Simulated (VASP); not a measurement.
Input of a VASP 6.6.1 run:

File INCAR:

```
SYSTEM = GaP
  AGGAC = 1.0
  AGGAX = 1.0
  ALDAC = 0.0
  ALDAX = 1.0
  ALGO = Normal
  EDIFF = 1E-7
  EDIFFG = -0.01
  ENCUT = 600
  GGA = B5
  IBRION = 2
  ISIF = 3
  ISMEAR = -1
  IVDW = 13
  LASPH = .True.
  LCHARG = .False.
  LREAL = .False.
  LWAVE = .False.
  NELM = 60
  NSW = 60
  PREC = Accurate
  SIGMA = 0.05
  VDW_A1 = 0.44488865
  VDW_A2 = 4.0933009
  VDW_S6 = 1.0
  VDW_S8 = 2.34076671
```

The input KPOINTS:

```
k-points
0
Gamma
  8 8 8
  0 0 0
```

Contents of POSCAR:

```
GaP
1.0
    0.0000000000      2.7252500000      2.7252500000
    2.7252500000      0.0000000000      2.7252500000
    2.7252500000      2.7252500000      0.0000000000
Ga P
1 1
Direct
    0.0000000000      0.0000000000      0.0000000000
    0.7500000000      0.7500000000      0.7500000000
```

Potentials or basis: VASP PAW PBE potentials, release 64 (Ga_d, P).

The run is started by

```console
$ cat potpaw_PBE.64/Ga_d/POTCAR potpaw_PBE.64/P/POTCAR > POTCAR
$ mpirun -np 1 vasp_std > vasp.out
```

Problem. What does it give for the dispersion energy per atom?

Solution. -0.788 eV.

Problem. What does it give for the space group after relaxing (to 0.05 Å)?

Solution. F-43m (No. 216).

Step by step:
```tsv
step	energy change (eV)	largest force (eV/Å)	pressure (GPa)	volume (Å³)
1	0.0000	0.0000	-0.28	40.48
2	-0.0001	0.0000	0.18	40.27
3	-0.0001	0.0000	-0.02	40.35
```

Caveat: the PAW data sets were made with another functional, which shifts forces and pressure a little.
